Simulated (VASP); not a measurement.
# MgAl15HN16 (a cell with a defect) in VASP: a series of runs, part 2 of 2

VASP 6.6.1.

### Step 4. Relaxation of the atoms, PBE, collinear spin

Contents of INCAR:

```
SYSTEM = MgAl15HN16
PREC = Accurate ; ENCUT = 520
EDIFF = 1E-7 ; ISMEAR = 0
SIGMA = 0.01 ; LREAL = Auto
LASPH = .True. ; NELM = 200
ALGO = Normal ; ISIF = 2
LWAVE = .False. ; LCHARG = .False.
ISPIN = 2 ; MAGMOM = 0 0 0 0 0 0 0 0 0 0 0 0 0 0 0 0.01 0 0.01 0.08 0.31 0.13 0.05 0.05 0.01 0.05 0.02 0.05 0.01 0.01 0.01 0.01 0 0
LORBIT = 11 ; NUPDOWN = 1.0
GGA = PE ; IBRION = 2
NSW = 100 ; EDIFFG = -0.03
NELECT = 127.0 ; GGA_COMPAT = .False.
NELMIN = 4 ; ISYM = -1
```

Contents of KPOINTS:

```
explicit points
1
Reciprocal
  0.25000000   0.25000000   0.25000000 1
```

Contents of POSCAR:

```
MgAl15HN16
1.0
    6.2595139100      0.0000000600      0.0000000000
   -3.1297570100      5.4208980300      0.0000000000
    0.0000000000      0.0000000000     10.0348065900
Al Mg N H
15 1 16 1
Direct
    0.3333333300      0.1666666700      0.2496176900
    0.3333333300      0.1666666700      0.7496176900
    0.1666666700      0.3333333300      0.9996176900
    0.3333333300      0.6666666700      0.2496176900
    0.1666666700      0.8333333300      0.4996176900
    0.3333333300      0.6666666700      0.7496176900
    0.1666666700      0.8333333300      0.9996176900
    0.8333333300      0.1666666700      0.2496176900
    0.6666666700      0.3333333300      0.4996176900
    0.8333333300      0.1666666700      0.7496176900
    0.6666666700      0.3333333300      0.9996176900
    0.8333333300      0.6666666700      0.2496176900
    0.6666666700      0.8333333300      0.4996176900
    0.8333333300      0.6666666700      0.7496176900
    0.6666666700      0.8333333300      0.9996176900
    0.1666666700      0.3333333300      0.4996176900
    0.3333333300      0.1666666700      0.4403823100
    0.1666666700      0.3333333300      0.1903823100
    0.3333333300      0.1666666700      0.9403823100
    0.1666666700      0.3333333300      0.6903823100
    0.3333333300      0.6666666700      0.4403823100
    0.1666666700      0.8333333300      0.1903823100
    0.3333333300      0.6666666700      0.9403823100
    0.1666666700      0.8333333300      0.6903823100
    0.8333333300      0.1666666700      0.4403823100
    0.6666666700      0.3333333300      0.1903823100
    0.8333333300      0.1666666700      0.9403823100
    0.6666666700      0.3333333300      0.6903823100
    0.8333333300      0.6666666700      0.4403823100
    0.6666666700      0.8333333300      0.1903823100
    0.8333333300      0.6666666700      0.9403823100
    0.6666666700      0.8333333300      0.6903823100
    0.4236020000      0.0763980000      0.4082460000
```

Launch:

```sh
> cat potpaw_PBE.64/Al/POTCAR potpaw_PBE.64/Mg/POTCAR potpaw_PBE.64/N/POTCAR potpaw_PBE.64/H/POTCAR > POTCAR
> mpirun -np 1 vasp_std > vasp.out
```

It took 34 min on 1 thread of Intel Xeon Platinum 8488C (Sapphire Rapids), shared host; peak memory 0.62 GiB.

It converged, with:

* Free energy: -245.8058 eV
* Energy gained by relaxing: 42.0 meV/atom
* Ionic steps: 22
* Largest force after relaxing: 0.027 eV/Å
* Net moment: 1.00 μB per cell
* Site moments: Al +0.00, -0.00 (each value once); Mg +0.01; N +0.01, +0.07, +0.26, +0.11, +0.04, +0.02, +0.05, +0.00 (each value once); H -0.00 μB
* Valence electrons inside the program's atomic spheres: Al 0.81, 0.80, 0.79, 0.82 (each value once); Mg 0.44; N 3.90, 3.84, 3.82, 3.76, 3.81, 3.83, 3.85 (each value once); H 0.70

Forces in eV/Å, atoms in the order of the input:
```
Al   0.012 -0.005  0.005
Al  -0.004  0.004  0.006
Al  -0.002  0.002 -0.011
Al   0.002 -0.004  0.000
Al   0.002 -0.005  0.003
Al   0.004  0.007  0.009
Al   0.001  0.008  0.001
Al   0.004 -0.003  0.000
Al   0.008  0.007  0.004
Al  -0.005 -0.007  0.011
Al  -0.009 -0.003  0.000
Al   0.017 -0.012 -0.003
Al   0.009 -0.003  0.009
Al   0.001  0.004 -0.009
Al  -0.004  0.000  0.011
Mg   0.007 -0.013  0.019
N   -0.017  0.008 -0.007
N   -0.022  0.011 -0.011
N   -0.014  0.005  0.016
N   -0.010  0.009 -0.004
N    0.012  0.011 -0.021
N    0.002  0.007 -0.008
N   -0.003  0.003  0.004
N    0.000 -0.004 -0.007
N    0.007 -0.010 -0.018
N   -0.006 -0.009 -0.002
N   -0.003  0.001  0.003
N    0.004  0.002 -0.010
N    0.008 -0.009 -0.008
N    0.004 -0.005 -0.013
N   -0.011  0.007  0.020
N   -0.005  0.001  0.007
H    0.011 -0.006  0.003
```

The path:
| step | energy change (eV) | largest force (eV/Å) | pressure (GPa) |
| --- | --- | --- | --- |
| 1 | 0.0000 | 3.1942 | -0.99 |
| 2 | -1.0421 | 1.7660 | -0.69 |
| 3 | -1.1122 | 1.6819 | -0.90 |
| 4 | -1.2391 | 2.3592 | -1.35 |
| 5 | -1.2464 | 1.9614 | -1.29 |
| 6 | -1.3250 | 0.7777 | -1.04 |
| 7 | -1.3307 | 0.4710 | -1.10 |
| 8 | -1.3602 | 0.2040 | -1.16 |
| 9 | -1.3616 | 0.2080 | -1.17 |
| 10 | -1.3716 | 0.1791 | -1.20 |
| 11 | -1.3735 | 0.2358 | -1.23 |
| 12 | -1.3787 | 0.2297 | -1.19 |
| 13 | -1.3787 | 0.2385 | -1.19 |
| 14 | -1.3823 | 0.1389 | -1.25 |
| 15 | -1.3823 | 0.1354 | -1.25 |
| 16 | -1.3845 | 0.0571 | -1.25 |
| 17 | -1.3847 | 0.0809 | -1.24 |
| 18 | -1.3858 | 0.0352 | -1.24 |
| 19 | -1.3860 | 0.0473 | -1.25 |
| 20 | -1.3867 | 0.0637 | -1.26 |
| 21 | -1.3867 | 0.0982 | -1.26 |
| 22 | -1.3871 | 0.0270 | -1.25 |

Final structure:
```xyz
33
Lattice="6.2595 0.0000 0.0000 -3.1298 5.4209 0.0000 0.0000 0.0000 10.0348" Properties=species:S:1:pos:R:3 pbc="T T T"
Al    1.5424    0.9196    2.3740
Al    1.5887    0.8909    7.5498
Al   -0.0291    1.8218   10.0286
Al   -0.0066    3.6245    2.4916
Al   -1.6008    4.4224    5.0780
Al    0.0017    3.6415    7.5441
Al   -1.5887    4.5060   10.0213
Al    4.6695    0.9026    2.5030
Al    3.2007    1.8844    5.0758
Al    4.6738    0.8929    7.5418
Al    3.1207    1.8305   10.0281
Al    3.1126    3.6221    2.4985
Al    1.5475    4.5341    5.0333
Al    3.1074    3.6273    7.5582
Al    1.5519    4.5239    0.0077
Mg    0.0467    1.7664    4.9427
N     1.7293    0.8106    4.3277
N    -0.0169    1.8117    1.9120
N     1.5329    0.9167    9.4556
N     0.0143    1.8061    7.0569
N    -0.0182    3.7158    4.3954
N    -1.5686    4.5132    1.8877
N    -0.0250    3.6308    9.4430
N    -1.5685    4.5110    6.9486
N     4.5932    0.8635    4.3918
N     3.1305    1.8174    1.8863
N     4.6642    0.9176    9.4435
N     3.1355    1.8169    6.9481
N     3.0993    3.6330    4.4155
N     1.5671    4.5152    1.9000
N     3.0978    3.6302    9.4379
N     1.5683    4.5182    6.9363
H     2.6150    0.3097    4.0620
```

Caveat: the cell carries a net charge on a neutralising background, which shifts energy and pressure; the cell is charged against a uniform background, so pressure and absolute levels hang on convention; the total moment is fixed, so each spin has its own Fermi level and the state may be an excited one.
